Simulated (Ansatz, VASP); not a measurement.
# Si3N4 in VASP and in Ansatz

```
Si N
1.0
    -3.24415    3.24415    3.24415
     3.24415   -3.24415    3.24415
     3.24415    3.24415   -3.24415
Si N
6 8
Direct
  0.37500 0.25000 0.62500
  0.62500 0.37500 0.25000
  0.87500 0.12500 0.75000
  0.25000 0.62500 0.37500
  0.75000 0.87500 0.12500
  0.12500 0.75000 0.87500
  0.50000 0.00000 0.06275
  0.56275 0.50000 0.00000
  0.93725 0.93725 0.93725
  0.00000 0.56275 0.50000
  0.43725 0.43725 0.43725
  0.00000 0.06275 0.50000
  0.50000 0.00000 0.56275
  0.06275 0.50000 0.00000
```

Alike in both runs: task relaxation of cell and atoms; functional r2SCAN; k mesh 4 × 4 × 4; occupations gaussian, width 0.1 eV; no spin polarisation.

|  | VASP | Ansatz |
| --- | --- | --- |
| version | VASP 6.6.1 | Ansatz 0.2.0 |
| potentials or method | VASP PAW PBE potentials, release 64 (Si, N), cutoff 600 eV | scalar-relativistic, plane waves, PAW |
| valence electrons in the cell | 64 | 64 |

|  | VASP | Ansatz | Ansatz less VASP |
| --- | --- | --- | --- |
| gap on the k mesh at the Fermi level, each at its own relaxed structure (eV) | 4.76 | 4.77 | +0.006 |
| relaxed volume (Å³/atom) | 9.55 | 9.55 | -0.007 |
| relaxed cell length with the largest relative difference (Å) | 5.580 | 5.579 | -0.0013 |

VASP's potentials were made for PBE, not for r2SCAN.
